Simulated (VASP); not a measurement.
Write the native input for VASP 6.6.1 that does the following.

| Quantity | Value |
| --- | --- |
| Task | relaxation of cell and atoms |
| Functional | PBE |
| Dispersion | D3(BJ) |
| Potentials or basis | VASP PAW PBE potentials, release 64 (Pb_d) |
| Cutoff | 600 eV |
| k mesh | 14 × 14 × 14 |
| Occupations | gaussian, width 0.1 eV |
| Spin | no spin polarisation |
| Dipole correction | no |
| Further INCAR settings | ALGO = Normal; EDIFF = 1e-06; IBRION = 2; EDIFFG = -0.005; NSW = 100; ISIF = 3 |

The structure of Pb lies in POSCAR:

```
Pb
1.0
    0.0000000000      2.4698000000      2.4698000000
    2.4698000000      0.0000000000      2.4698000000
    2.4698000000      2.4698000000      0.0000000000
Pb
1
Direct
    0.0000000000      0.0000000000      0.0000000000
```

These files were run (other wordings do the same):

INCAR

```
SYSTEM = Pb
  PREC = Accurate
  ENCUT = 600
  EDIFF = 1E-6
  ISMEAR = 0
  SIGMA = 0.1
  LREAL = .False.
  LASPH = .True.
  NELM = 100
  ALGO = Normal
  ISIF = 3
  LWAVE = .False.
  LCHARG = .False.
  GGA = PE
  IVDW = 12
  IBRION = 2
  NSW = 100
  EDIFFG = -0.005
```

KPOINTS

```
Automatic mesh
0
Gamma
  14 14 14
  0 0 0
```

Potentials or basis: VASP PAW PBE potentials, release 64 (Pb_d).

The run is started by

```sh
$ cat potpaw_PBE.64/Pb_d/POTCAR > POTCAR
$ mpirun -np 1 vasp_std > vasp.out
```

It gave:

```
Relaxed volume                         : 30.48 Å³/atom
Relaxed cell                           : a = 3.506 Å, b = 3.506 Å, c = 3.506 Å, α = 60.00°, β = 60.00°, γ = 60.00°
Space group after relaxing (to 0.05 Å) : Fm-3m (No. 225)
Energy gained by relaxing              : 0.6 meV/atom
Ionic steps                            : 3
Pressure after relaxing                : 0.0 GPa
Band gap on the k mesh                 : zero (band 7 reaches 14.60 eV, above the bottom of band 8 at 5.68 eV)
Dispersion energy per atom             : -0.408 eV
```

Caveat: spin-orbit coupling is left out, which moves the levels of the heavy elements; pairwise dispersion overbinds metals, which lowers pressure and volume.

It took 62 s on 1 thread of Intel(R) Xeon(R) Platinum 8488C (Sapphire Rapids) (shared host), peak memory 0.2 GiB.
